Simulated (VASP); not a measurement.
Write the native input for VASP 6.6.1 that does the following.

```yaml
Task: relaxation of cell and atoms
Functional: PBE
Potentials_or_basis: VASP PAW PBE potentials, release 64 (Be, B)
Cutoff: 600 eV
k_mesh: 8 × 8 × 8
Occupations: gaussian, width 0.02 eV
Spin: no spin polarisation
Dipole_correction: no
Further_INCAR_settings: ALGO = Normal; EDIFF = 1e-07; IBRION = 2; EDIFFG = -0.01; NSW = 100; ISIF = 3
```

The structure of BeB12 lies in POSCAR:

```
BeB12
1.0
    0.0000000000      3.6848226912      3.6848226912
    3.6848226912      0.0000000000      3.6848226912
    3.6848226912      3.6848226912      0.0000000000
Be B
1 12
Direct
    0.0000000000      0.0000000000      0.0000000000
    0.8382977355      0.5000000000      0.5000000000
    0.8382977355      0.5000000000      0.1617022645
    0.5000000000      0.8382977355      0.1617022645
    0.5000000000      0.8382977355      0.5000000000
    0.1617022645      0.5000000000      0.5000000000
    0.5000000000      0.1617022645      0.5000000000
    0.5000000000      0.1617022645      0.8382977355
    0.1617022645      0.5000000000      0.8382977355
    0.1617022645      0.8382977355      0.5000000000
    0.5000000000      0.5000000000      0.8382977355
    0.5000000000      0.5000000000      0.1617022645
    0.8382977355      0.1617022645      0.5000000000
```

One way to write it, as run:

INCAR

```
ALGO = Normal
EDIFF = 1E-7
EDIFFG = -0.01
ENCUT = 600
GGA = PE
IBRION = 2
ISIF = 3
ISMEAR = 0
LASPH = T
LCHARG = F
LREAL = F
LWAVE = F
NELM = 100
NSW = 100
PREC = Accurate
SIGMA = 0.02
```

KPOINTS

```
k-points
0
Gamma
  8 8 8
```

Potentials or basis: VASP PAW PBE potentials, release 64 (Be, B).

Launch:

```sh
$ cat potpaw_PBE.64/Be/POTCAR potpaw_PBE.64/B/POTCAR > POTCAR
$ mpirun -np 1 vasp_std > vasp.out
```

It gave:

```
Relaxed volume                         : 7.71 Å³/atom
Relaxed cell                           : a = 5.214 Å, b = 5.214 Å, c = 5.214 Å, α = 60.00°, β = 60.00°, γ = 60.00°
Space group after relaxing (to 0.05 Å) : Fm-3m (No. 225)
Energy gained by relaxing              : 0.0 meV/atom
Ionic steps                            : 3
Pressure after relaxing                : 0.0 GPa
Largest force after relaxing           : 0.004 eV/Å
Band gap on the k mesh                 : 0.32 eV, direct
```

Wall time 3.8 min on 1 thread of Intel(R) Xeon(R) Platinum 8488C (Sapphire Rapids) (shared host), peak memory 0.29 GiB.
